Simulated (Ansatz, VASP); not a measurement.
Al in VASP and in Ansatz

```
Al
1.0
     2.83826    0.00000    0.00000
    -1.41913    2.45801    0.00000
     0.00000    0.00000    9.13012
Al
4
Cartesian
  0.0000 0.0000 0.0000
  0.0000 1.6387 2.2825
  0.0000 0.0000 4.5651
  1.4191 0.8193 6.8476
```

Alike in both runs: task single point; functional PBEsol; dispersion D3(BJ); k mesh 18 × 18 × 6; occupations gaussian, width 0.15 eV; no spin polarisation.

|  | VASP | Ansatz |
| --- | --- | --- |
| version | VASP 6.6.1 | Ansatz 0.2.0 |
| potentials or method | VASP PAW PBE potentials, release 64 (Al), cutoff 520 eV | scalar-relativistic, plane waves, PAW |
| valence electrons in the cell | 12 | 12 |

Ansatz gave:

* gap on the k mesh at the Fermi level (eV): none
* pressure (GPa): -1.7
* traceless stress, the component that is largest in VASP (GPa): 1.40

Question: What did VASP give for the same quantities?

Answer: gap on the k mesh at the Fermi level (eV): none; pressure (GPa): -1.6; traceless stress, the component that is largest in VASP (GPa): 1.41.

VASP's potentials were made for PBE, not for PBEsol, and Ansatz warns of the same on its side. A gap of «none» marks a metal or a gap that the smearing closes.
